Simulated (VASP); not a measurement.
Runs of VASP 6.6.1 on SrO. The structure is that of space group Fm-3m (No. 225), or close to it. The cells are those of the table. 

| level | cell | gap on the mesh (eV) | pressure (GPa) |
| --- | --- | --- | --- |
| PBE | a = 3.636 Å, angles 60.0°, 2 atoms | 3.26 | (a) |
| PBE | a = 3.649 Å, angles 60.0°, 2 atoms | (b) | 2.4 |
| PBE | a = 3.673 Å, angles 60.0°, 2 atoms | 3.28 | 0.5 |
| r2SCAN | a = 3.649 Å, angles 60.0°, 2 atoms | 3.75 | 0.5 |
| r2SCAN | a = 3.612 Å, angles 60.0°, 2 atoms | 3.73 | 3.7 |
| PBE | a = 3.598 Å, angles 60.0°, 2 atoms | 3.24 | 6.7 |
| PBE | a = 3.709 Å, angles 60.0°, 2 atoms | 3.29 | -1.9 |
| PBE | a = 3.745 Å, angles 60.0°, 2 atoms | 3.30 | -3.9 |

Alike in all rows: task single point; potentials or basis VASP PAW PBE potentials, release 64 (Sr_sv, O); no spin polarisation; k mesh 8 × 8 × 8; cutoff (eV) 520; smearing gaussian 0.01 eV.

Fill in the values left out.

(a) 3.4; (b) 3.27.

Caveats: the PAW data sets were made with another functional, which shifts forces and pressure a little (some runs).

A k mesh can miss the band edges, and the runs leave out spin-orbit coupling on Sr.
